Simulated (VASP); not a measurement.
A run of VASP 6.6.1 is set up as follows.

File POSCAR:

```
ZrB
1.0
    0.0000000000      2.3250000000      2.3250000000
    2.3250000000      0.0000000000      2.3250000000
    2.3250000000      2.3250000000      0.0000000000
Zr B
1 1
Direct
    0.0000000000      0.0000000000      0.0000000000
    0.5000000000      0.5000000000      0.5000000000
```

Contents of INCAR.step1:

```
ALGO = Normal ; EDIFF = 1E-4
ENCUT = 520 ; GGA = PE
ISMEAR = 0 ; ISPIN = 2
LASPH = True ; LCHARG = False
LMAXMIX = 4 ; LREAL = False
LWAVE = True ; MAGMOM = 0.5 0
NBANDS = 18 ; NELM = 150
PREC = Accurate ; SIGMA = 0.025
```

File INCAR.step2:

```
ALGO = Normal ; EDIFF = 1E-6
ENCUT = 520 ; ISIF = 2
ISMEAR = 0 ; ISPIN = 2
ISTART = 1 ; LASPH = True
LCHARG = False ; LMAXMIX = 4
LMIXTAU = True ; LORBIT = 11
LREAL = False ; LWAVE = False
MAGMOM = 0.5 0 ; METAGGA = R2SCAN
NBANDS = 18 ; NELM = 150
PREC = Accurate ; SIGMA = 0.025
```

KPOINTS

```
k-points
0
Gamma
  10 10 10
```

Potentials or basis: VASP PAW PBE potentials, release 64 (Zr_sv, B).

The run is started by

```bash
$ cat potpaw_PBE.64/Zr_sv/POTCAR potpaw_PBE.64/B/POTCAR > POTCAR
$ cp INCAR.step1 INCAR
$ mpirun -np 1 vasp_std > vasp.out
$ cp INCAR.step2 INCAR
$ mpirun -np 1 vasp_std > vasp.out
```

(1) Estimate the pressure.

(2) Predict the net moment.

Answers

(1) 36.6 GPa.

(2) 0.00 μB per cell.

Caveat: the cell stands under pressure; the PAW data sets were made with another functional, which shifts forces and pressure a little.
